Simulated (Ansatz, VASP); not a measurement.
## SnSe2 in VASP and in Ansatz

```
Sn Se
1.0
     2.89193    0.00000    0.00000
     0.00000    2.89193    0.00000
     0.00000    0.00000    9.46956
Sn Se
1 2
Cartesian
  0.0000 0.0000 0.0000
  0.0000 0.0000 6.5760
  0.0000 0.0000 2.8936
```

Alike in both runs: functional PBE; k mesh 16 × 16 × 6; occupations gaussian, width 0.1 eV; no spin polarisation.

Ansatz relaxed the structure, and its values are those at the end. VASP's run is a single point on that final structure, the one shown.

```csv
,VASP,Ansatz
version,VASP 6.6.1,Ansatz 0.2.0
potentials or method,"VASP PAW PBE potentials, release 64 (Sn_d, Se), cutoff 520 eV","scalar-relativistic, plane waves, PAW"
valence electrons in the cell,26,46
```

```tsv
	VASP	Ansatz	Ansatz less VASP
gap on the k mesh at the Fermi level (eV)	none	none	-
pressure (GPa)	0.0	0.0	0.00
```

A gap of «none» marks a metal or a gap that the smearing closes. VASP's potentials hold 26 valence electrons a cell and Ansatz's 46, so a difference there can come from the potentials and not from the codes.
